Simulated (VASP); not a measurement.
Runs of VASP 6.6.1 on Zr. The structure is that of space group Im-3m (No. 229), or close to it. The cells are those of the table. 

```tsv
task	level	potentials or basis	cell	k mesh	cutoff (eV)	grid for exact exchange (PRECFOCK)	gap on the mesh (eV)	pressure (GPa)
single point	PBE	VASP PAW PBE potentials, release 64 (Zr_sv)	a = 3.135 Å, angles 109.5°, 1 atom	10 × 10 × 10	520	-	none	-3.3
single point	PBE	VASP PAW PBE potentials, release 64 (Zr_sv)	a = 3.156 Å, angles 109.5°, 1 atom	10 × 10 × 10	520	-	none	-4.8
single point	PBE	VASP PAW PBE potentials, release 64 (Zr_sv)	a = 3.196 Å, angles 109.5°, 1 atom	10 × 10 × 10	500	-	none	-7.3
single point	PBEsol	VASP PAW PBE potentials, release 64 (Zr_sv)	a = 3.135 Å, angles 109.5°, 1 atom	10 × 10 × 10	520	-	none	(a)
relaxation of cell and atoms	PBE	VASP PAW PBE potentials, release 64 (Zr_sv)	relaxed from a = 3.135 Å, angles 109.5°, 1 atom	8 × 8 × 8	500	-	none	0.0
single point	PBE	VASP PAW PBE potentials, release 64 (Zr_sv)	a = 3.164, b = 3.217, c = 3.068 Å, angles 109.5, 108.6, 111.4°, 1 atom	10 × 10 × 10	520	-	none	-3.3
single point	LDA	VASP PAW LDA potentials, release 64 (Zr_sv)	a = 3.196 Å, angles 109.5°, 1 atom	10 × 10 × 10	500	-	none	-13.1
single point	PBE0	VASP PAW PBE potentials, release 64 (Zr_sv)	a = 3.093 Å, angles 109.5°, 1 atom	6 × 6 × 6	400	Normal	none	(b)
```

Alike in all rows: no spin polarisation; smearing fermi-dirac 0.05 eV.

Problem. Estimate the missing entries.

Solution. (a) -7.0; (b) -1.6.

Caveats: some runs use coarse meshes; the PAW data sets were made with another functional, which shifts forces and pressure a little (some runs).

A k mesh can miss the band edges, and the runs leave out spin-orbit coupling on Zr.

A gap of «none» marks levels without a gap at the run's occupations.
